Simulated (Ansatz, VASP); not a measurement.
Mg in VASP and in Ansatz

File INCAR:

```
SYSTEM = Mg
  PREC = Accurate
  ENCUT = 520
  EDIFF = 1E-6
  ISMEAR = 0
  SIGMA = 0.15
  LREAL = .False.
  LASPH = .True.
  NELM = 100
  ALGO = Fast
  ISIF = 2
  LWAVE = .False.
  LCHARG = .False.
  GGA = PS
  NBANDS = 9
```

File KPOINTS:

```
regular mesh
0
Gamma
  18 18 10
  0 0 0
```

File POSCAR:

```
Mg
1.0
    3.2997207515      0.0000000000      0.0000000000
   -1.6498603757      2.8576419962      0.0000000000
    0.0000000000      0.0000000000      4.9286023762
Mg
2
Direct
    0.3333333333      0.6666666667      0.2500000000
    0.6666666667      0.3333333333      0.7500000000
```

Input for Ansatz:

```yaml
crystal:
  lattice:
    - [3.2997207515, 0.0, 0.0]
    - [-1.6498603757, 2.8576419962, 0.0]
    - [0.0, 0.0, 4.9286023762]
  atoms:
    - { symbol: Mg, position: [0.3333333333, 0.6666666667, 0.25] }
    - { symbol: Mg, position: [0.6666666667, 0.3333333333, 0.75] }
basis:
  ecutwfc: 420
kpoints:
  mp_grid: { grid: [18, 18, 10] }
hamiltonian:
  xc: pbesol
scf:
  occupations: { method: gaussian, width: 0.15 }
output:
  forces: true
  stress: true
  eigenvalues: true
```

Alike in both runs: task single point; functional PBEsol; k mesh 18 × 18 × 10; occupations gaussian, width 0.15 eV; no spin polarisation.

|  | VASP | Ansatz |
| --- | --- | --- |
| version | VASP 6.6.1 | Ansatz 0.2.0 |
| potentials or method | VASP PAW PBE potentials, release 64 (Mg), cutoff 520 eV | scalar-relativistic, plane waves, PAW |
| valence electrons in the cell | 4 | 20 |

|  | VASP | Ansatz | Ansatz less VASP |
| --- | --- | --- | --- |
| gap on the k mesh at the Fermi level (eV) | none | none | - |
| pressure (GPa) | -0.9 | -0.8 | +0.05 |
| traceless stress, the component that is largest in VASP (GPa) | 2.63 | 2.62 | -0.014 |

VASP's potentials were made for PBE, not for PBEsol. A gap of «none» marks a metal or a gap that the smearing closes. VASP's potentials hold 4 valence electrons a cell and Ansatz's 20, so a difference there can come from the potentials and not from the codes.
